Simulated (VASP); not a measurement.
Wanted: the native input for a VASP 6.6.1 run.

| Item | Value |
| --- | --- |
| Task | single point |
| Functional | PBEsol |
| Dispersion | D3(BJ) |
| Potentials or basis | VASP PAW PBE potentials, release 64 (Ti_sv, C) |
| Cutoff | 520 eV |
| k mesh | 11 × 11 × 11 |
| Occupations | fermi-dirac, width 0.05 eV |
| Spin | no spin polarisation |
| Dipole correction | no |
| Further INCAR settings | ALGO = Normal; EDIFF = 1e-06; NBANDS = 15 |

The structure of TiC lies in POSCAR:

```
TiC
1.0
    0.0000000000      2.1283494013      2.1283494013
    2.1283494013      0.0000000000      2.1283494013
    2.1283494013      2.1283494013      0.0000000000
Ti C
1 1
Direct
    0.0000000000      0.0000000000      0.0000000000
    0.5000000000      0.5000000000      0.5000000000
```

These files were run (other wordings do the same):

INCAR

```
SYSTEM = TiC
PREC = Accurate
ENCUT = 520
EDIFF = 1E-6
ISMEAR = -1
SIGMA = 0.05
LREAL = .FALSE.
LASPH = .TRUE.
NELM = 60
ALGO = Normal
ISIF = 2
LWAVE = .FALSE.
LCHARG = .TRUE.
GGA = PS
IVDW = 12
LELF = .TRUE.
LVHAR = .TRUE.
NBANDS = 15
```

KPOINTS

```
regular mesh
0
G
  11 11 11
  0 0 0
```

Potentials or basis: VASP PAW PBE potentials, release 64 (Ti_sv, C).

Launch:

```bash
$ cat potpaw_PBE.64/Ti_sv/POTCAR potpaw_PBE.64/C/POTCAR > POTCAR
$ mpirun -np 1 vasp_std > vasp.out
```

It gave:

```
Pressure                   : 0.1 GPa
Band gap on the k mesh     : zero (band 8 reaches 10.60 eV, above the bottom of band 9 at 9.51 eV)
Dispersion energy per atom : -0.430 eV
```

Caveat: the PAW data sets were made with another functional, which shifts forces and pressure a little; pairwise dispersion overbinds metals, which lowers pressure and volume.

Wall time 14 s on 1 thread of Intel Xeon 6975P-C (shared host), peak memory 0.15 GiB.
